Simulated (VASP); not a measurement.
Input of a VASP 6.6.1 run:

File INCAR:

```
SYSTEM = AlGa3N4
PREC = Accurate
ENCUT = 520
EDIFF = 1E-6
ISMEAR = 0
SIGMA = 0.02
LREAL = .False.
LASPH = .True.
NELM = 100
ALGO = Normal
ISIF = 2
LWAVE = .False.
LCHARG = .True.
GGA = PS
LELF = .True.
LVHAR = .True.
NBANDS = 41
```

The input KPOINTS:

```
Automatic mesh
0
Gamma
  6 8 6
  0 0 0
```

File POSCAR:

```
AlGa3N4
1.0
    5.0652158913      0.0000000000      0.0006376237
    0.0000000000      3.1175100280      0.0000000000
   -0.0027085410      0.0000000000      5.5328833983
Al Ga N
1 3 4
Direct
    0.0016534314      0.5000000000      0.6667947422
    0.5002918716      0.5000000000      0.3357496879
    0.5001304188      0.0000000000      0.8324071223
    1.0011328698      0.0000000000      0.1653054391
    0.1183970498      0.5000000000      0.3424609837
    0.1165396214      0.0000000000      0.8288605914
    0.6193907307      0.0000000000      0.1636323794
    0.6300640165      0.5000000000      0.6647900541
```

Potentials or basis: VASP PAW PBE potentials, release 64 (Al, Ga_d, N).

The run is started by

```bash
$ cat potpaw_PBE.64/Al/POTCAR potpaw_PBE.64/Ga_d/POTCAR potpaw_PBE.64/N/POTCAR > POTCAR
$ mpirun -np 1 vasp_std > vasp.out
```

(1) Predict the band gap on the k mesh.

(2) Predict the pressure.

Answers

(1) 2.47 eV.

(2) 3.9 GPa.

Caveat: the stress differs along the axes, from -0 to 6 GPa; the PAW data sets were made with another functional, which shifts forces and pressure a little.
